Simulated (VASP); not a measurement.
# CoPtO2 (R-3m) in VASP: relaxation of the atoms with PBE

Aim: the relaxation of the atoms of CoPtO2 with PBE.

All numbers are computed with VASP 6.6.1; they aren't measurements. Logs are shortened: lines on timing, memory, paths and dates and some standing lists are left out, and cuts for length are marked.

## Step 1: The cell of the first run

Symmetry: R-3m, No. 166, trigonal system. Conventional cell: a = 2.823 Å, b = 2.823 Å, c = 17.808 Å, α = 90.00°, β = 90.00°, γ = 120.00°. Within 2.5 Å of Co (site symmetry -3m) lie 6 O at 1.90 Å. Pt (site symmetry -3m) has 2 O at 2.00 Å within 2.6 Å. Within 2.6 Å of O (site symmetry 3m) lie 3 Co at 1.90 Å and 1 Pt at 2.00 Å and 3 O at 2.53 Å.

## Step 2: Relaxation of the atoms, PBE

INCAR reads:

```
SYSTEM = CoPtO2
PREC = Accurate
ENCUT = 520
EDIFF = 1E-7
ISMEAR = 1
SIGMA = 0.2
LREAL = .False.
LASPH = .True.
NELM = 60
ALGO = Fast
ISIF = 2
LWAVE = .False.
LCHARG = .False.
GGA = PE
IBRION = 2
NSW = 80
EDIFFG = -0.002
```

KPOINTS reads:

```
regular mesh
0
Gamma
  12 12 12
  0 0 0
```

POSCAR reads:

```
CoPtO2
1.0
    1.4112950000      0.8148115482      5.9361333333
   -1.4112950000      0.8148115482      5.9361333333
    0.0000000000     -1.6296230963      5.9361333333
Co Pt O
1 1 2
Direct
    0.5000000000      0.5000000000      0.5000000000
    0.0000000000      0.0000000000      0.0000000000
    0.8877559700      0.8877559700      0.8877559700
    0.1122440300      0.1122440300      0.1122440300
```

Potentials or basis: VASP PAW PBE potentials, release 64 (Co, Pt, O).

Command:

```
$ cat potpaw_PBE.64/Co/POTCAR potpaw_PBE.64/Pt/POTCAR potpaw_PBE.64/O/POTCAR > POTCAR
$ mpirun -np 1 vasp_std > vasp.out
```

OUTCAR:

```text
SYSTEM = CoPtO2
   PREC = Accurate
   ENCUT = 520
   EDIFF = 1E-7
   ISMEAR = 1
   LREAL = .False.
   LASPH = .True.
   NELM = 60
   ISIF = 2
   GGA = PE
   IBRION = 2
   NSW = 80
   EDIFFG = -0.002

 ion  position               nearest neighbor table
   1  0.500  0.500  0.500-   4 1.90   4 1.90   3 1.90   3 1.90   4 1.90   3 1.90
   2  0.000  0.000  0.000-   3 2.00   4 2.00
   3  0.888  0.888  0.888-   1 1.90   1 1.90   1 1.90   2 2.00
   4  0.112  0.112  0.112-   1 1.90   1 1.90   1 1.90   2 2.00

  LATTYP: Found a trigonal (rhomboedric) cell.
 ALAT       =     6.1557574990
 COS(alpha) =     0.8948758261

  Lattice vectors:

 A1 = (   1.4112950000,   0.8148115482,   5.9361333333)
 A2 = (  -1.4112950000,   0.8148115482,   5.9361333333)
 A3 = (   0.0000000000,  -1.6296230963,   5.9361333333)

Analysis of symmetry for initial positions (statically):
=====================================================================
 Subroutine PRICEL returns:
 Original cell was already a primitive cell.

 Routine SETGRP: Setting up the symmetry group for a
 trigonal (rhombohedral) supercell.

 Subroutine GETGRP returns: Found 12 space group operations
 (whereof 12 operations were pure point group operations)
 out of a pool of 12 trial point group operations.

The static configuration has the point symmetry D_3d.

Analysis of symmetry for dynamics (positions and initial velocities):
=====================================================================
 Subroutine PRICEL returns:
 Original cell was already a primitive cell.

 Routine SETGRP: Setting up the symmetry group for a
 trigonal (rhombohedral) supercell.

 Subroutine GETGRP returns: Found 12 space group operations
 (whereof 12 operations were pure point group operations)
 out of a pool of 12 trial point group operations.

The dynamic configuration has the point symmetry D_3d.

 Subroutine INISYM returns: Found 12 space group operations
 (whereof 12 operations are pure point group operations),
 and found     1 'primitive' translations

----------------------------------------------------------------------------------------

                                     Primitive cell

  volume of cell :      40.9572

  direct lattice vectors                    reciprocal lattice vectors
[... 93 lines left out ...]
   EDIFFG = -.2E-02   stopping-criterion for IOM
   NSW    =     80    number of steps for IOM
   IBRION =      2    ionic relax: 0-MD 1-quasi-New 2-CG
   NFREE  =      1    steps in history (QN), initial steepest desc. (CG)
   ISIF   =      2    stress and relaxation
   ISYM   =      2    0-nonsym 1-usesym 2-fastsym
   POTIM  = 0.5000    time-step for ionic-motion
   TEBEG  =    0.0;   TEEND  =   0.0 temperature during run
   PSTRESS=    0.0 pullay stress
   NELECT =      31.0000    total number of electrons
   NUPDOWN=      -1.0000    fix difference up-down
   EMIN   =  10.00;   EMAX   =-10.00  energy-range for DOS
   EFERMI =   0.00;   METHOD = LEGACY
   ISMEAR =     1;   SIGMA  =   0.20  broadening in eV -4-tet -1-fermi 0-gaus
   EFERMI_NEDOS =   21; number of points for ismear=-14 and -15
   IALGO  =     68    algorithm
   IMIX   =      4    mixing-type and parameters
     AMIX     =   0.40;   BMIX     =  1.00
     AMIX_MAG =   1.60;   BMIX_MAG =  1.00
  volume/ion in A,a.u.               =      10.24        69.10
  Fermi-wavevector in a.u.,A,eV,Ry     =   1.491943  2.819363 30.285108  2.225893
  Thomas-Fermi vector in A             =   2.604533
   LORBIT       =      0    0 simple, 1 ext, 2 COOP (PROOUT), +10 PAW based schemes
   GGA     = PE    functional components
   LHFCALC =     F    Hartree Fock is set to
   AEXX    =    0.0000 exact exchange contribution
   IVDW    =     0    specifies the selected vdW correction
   LEPSILON=     F    determine dielectric tensor
   LRPA    =     F    only Hartree local field effects (RPA)
 conjugate gradient relaxation of ions
 non-spin polarized calculation
 RMM-DIIS sequential band-by-band and
 Methfessel and Paxton  Order N= 1 SIGMA  =   0.20
  energy-cutoff  :      520.00
  volume of cell :       40.96
 maximum number of plane-waves:      1118
 NGX is ok and might be reduce to    48
   NGX = 23   NGY = 23   NGZ = 23

--------------------------------------- Ionic step        1  -------------------------------------------

 number of electron      30.9999999 magnetization

 Free energy of the ion-electron system (eV)
  ---------------------------------------------------
  ext. energy  EPLUGINS =         0.00000000
  ---------------------------------------------------
  free energy    TOTEN  =       -26.40827655 eV

  energy without entropy =      -26.40740972  energy(sigma->0) =      -26.40798761

------------------------ aborting loop because EDIFF is reached ----------------------------------------

  FORCE on cell =-STRESS in cart. coord.  units (eV):
  Direction    XX          YY          ZZ          XY          YZ          ZX
  --------------------------------------------------------------------------------------
  -------------------------------------------------------------------------------------
  Total        1.6757954      1.6757954      1.9645049      0.0000000      0.0000000      0.0000000
  in kB       65.5543772     65.5543772     76.8482210      0.0000000      0.0000000      0.0000000
  external PRESSURE =      69.3189918 kB  Pullay stress =       0.0000000 kB
[... 63 lines left out ...]
--------------------------------------- Ionic step        3  -------------------------------------------

 number of electron      30.9999999 magnetization

 Free energy of the ion-electron system (eV)
  ---------------------------------------------------
  ext. energy  EPLUGINS =         0.00000000
  ---------------------------------------------------
  free energy    TOTEN  =       -26.40839285 eV

  energy without entropy =      -26.40750018  energy(sigma->0) =      -26.40809529

 E-fermi :   8.8793     XC(G=0): -12.6968

 val. band max:        8.8761609540   @ k =  -0.4167   0.5000   0.1667
 cond. band min:       8.8841545340   @ k =  -0.2500   0.1667   0.0833
 fundamental gap:      0.0079935800
 Fermi energy:         8.8793275538

 k-point     1 :       0.0000    0.0000    0.0000
  band No.  band energies     occupation
      1     -12.8450      2.00000
      2     -10.9440      2.00000
      3      -0.9115      2.00000
      4       1.6814      2.00000
      5       2.2543      2.00000
      6       2.2543      2.00000
[... 505 lines left out ...]
      6       2.4729      2.00000
[... 11 lines left out ...]
     18      10.3406     -0.00000
     19      13.3182      0.00000

 [... further k-points ...]
[... 5 lines left out ...]
  --------------------------------------------------------------------------------------
  -------------------------------------------------------------------------------------
  Total        1.6360784      1.6360784      2.0055299     -0.0000000      0.0000000      0.0000000
  in kB       64.0007126     64.0007126     78.4530532     -0.0000000      0.0000000      0.0000000
  external PRESSURE =      68.8181595 kB  Pullay stress =       0.0000000 kB
[... 19 lines left out ...]
  FREE ENERGIE OF THE ION-ELECTRON SYSTEM (eV)
  ---------------------------------------------------
  free  energy   TOTEN  =       -26.4083928533 eV

  energy  without entropy=      -26.4075001764  energy(sigma->0) =      -26.40809529

 reached required accuracy - stopping structural energy minimisation
```

CONTCAR:

```text
CoPtO2
   1.00000000000000
     1.4112950000000000    0.8148115482000000    5.9361333332999999
    -1.4112950000000000    0.8148115482000000    5.9361333332999999
     0.0000000000000000   -1.6296230963000000    5.9361333332999999
  Co              Pt              O
     1     1     2
Direct
     0.5000000000000000    0.5000000000000000    0.5000000000000000
     0.0000000000000000    0.0000000000000000    0.0000000000000000
     0.8878678654992553    0.8878678654992553    0.8878678654992553
     0.1121321345007447    0.1121321345007447    0.1121321345007447

  0.00000000E+00  0.00000000E+00  0.00000000E+00
  0.00000000E+00  0.00000000E+00  0.00000000E+00
  0.00000000E+00  0.00000000E+00  0.00000000E+00
  0.00000000E+00  0.00000000E+00  0.00000000E+00
```

Run time: 27 min. Hardware: 1 thread of Oxide Virtual Turin-like, shared host; peak memory 0.44 GiB.

What came out:

```yaml
Free_energy: -26.4084 eV
Energy_gained_by_relaxing: 0.0 meV/atom
Ionic_steps: 3
Pressure_after_relaxing: 6.9 GPa
Band_gap_on_the_k_mesh: zero (an odd number of electrons rules out a gap without spin polarisation)
```

Step by step:
| step | energy change (eV) | largest force (eV/Å) | pressure (GPa) |
| --- | --- | --- | --- |
| 1 | 0.0000 | 0.0587 | 6.93 |
| 2 | -0.0001 | 0.0247 | 6.86 |
| 3 | -0.0001 | 0.0002 | 6.88 |

Final structure:
```
Co Pt O
1.0
     1.41129    0.81481    5.93613
    -1.41129    0.81481    5.93613
     0.00000   -1.62962    5.93613
Co Pt O
1 1 2
Direct
  0.50000 0.50000 0.50000
  0.00000 0.00000 0.00000
  0.88787 0.88787 0.88787
  0.11213 0.11213 0.11213
```

Caveat: spin-orbit coupling is left out, which moves the levels of the heavy elements; an odd number of electrons without spin polarisation forces a metal; a magnetic or distorted state may lie lower; the run has no spin polarisation, though such a crystal can be magnetic; semilocal functionals often make such compounds metallic where correlation or magnetic order opens a gap, which also shifts bond lengths. Spin polarisation is off, so any magnetic state and its effect on volume and gap are missing.
